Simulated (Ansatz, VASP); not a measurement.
# One calculation of BiTe, two programs

```
CELL_PARAMETERS angstrom
0.00000 3.29970 3.23500
3.29970 0.00000 3.23500
3.29970 3.29970 0.00000
ATOMIC_POSITIONS crystal
Bi 0.00000 0.00000 0.00000
Te 0.50000 0.50000 0.50000
```

Change from the starting cell: equal xx and yy strain of +2 %, PAW files.

Alike in both runs: task electric field gradients; functional LDA; k mesh 10 × 10 × 10; occupations fermi-dirac, width 0.08 eV; no spin polarisation.

|  | VASP | Ansatz |
| --- | --- | --- |
| version | VASP 6.6.1 | Ansatz 0.2.0 |
| potentials or method | VASP PAW LDA potentials, release 64 (Bi_d, Te) | PAW with Ansatz's default frozen-core files, scalar-relativistic |
| plane-wave cutoff (eV) | 520 | 420 |
| valence electrons in the cell | 21 | 31 |

```tsv
	VASP	Ansatz	Ansatz less VASP
pressure (GPa)	-4.3	-4.3	-0.05
traceless stress, the component that is largest in VASP (GPa)	0.80	0.80	-0.004
size of Vzz on the site where it differs most (V/Å²)	32.6	34.4	+1.71
```

LDA's correlation is that of Perdew and Zunger in VASP and of Perdew and Wang (1992) in Ansatz. VASP's potentials hold 21 valence electrons a cell and Ansatz's 31, so a difference there can come from the potentials and not from the codes.

Neither program's run includes spin-orbit coupling.
